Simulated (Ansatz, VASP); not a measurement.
**Mg2FeH6 in VASP and in Ansatz**

```
Mg Fe H
1.0
     0.00000    3.13945    3.13945
     3.13945    0.00000    3.13945
     3.13945    3.13945    0.00000
Mg Fe H
2 1 6
Direct
  0.25000 0.25000 0.25000
  0.75000 0.75000 0.75000
  0.00000 0.00000 0.00000
  0.75484 0.24516 0.24516
  0.24516 0.75484 0.24516
  0.24516 0.75484 0.75484
  0.75484 0.24516 0.75484
  0.24516 0.24516 0.75484
  0.75484 0.75484 0.24516
```

Alike in both runs: functional LDA; k mesh 8 × 8 × 8; occupations gaussian, width 0.02 eV; no spin polarisation.

Ansatz relaxed the structure, and its values are those at the end. VASP's run is a single point on that final structure, the one shown.

|  | VASP | Ansatz |
| --- | --- | --- |
| version | VASP 6.6.1 | Ansatz 0.2.0 |
| potentials or method | VASP PAW LDA potentials, release 64 (Mg, Fe, H), cutoff 520 eV | scalar-relativistic, plane waves, PAW |
| valence electrons in the cell | 18 | 42 |

```tsv
	VASP	Ansatz	Ansatz less VASP
gap on the k mesh at the Fermi level (eV)	1.77	1.79	+0.018
least direct gap on the mesh (eV)	1.77	1.79	+0.018
pressure (GPa)	-0.5	0.0	+0.46
rms of the force components (eV/Å)	0.018	0.000	-0.0181
```

LDA's correlation is that of Perdew and Zunger in VASP and of Perdew and Wang (1992) in Ansatz. VASP's potentials hold 18 valence electrons a cell and Ansatz's 42, so a difference there can come from the potentials and not from the codes.
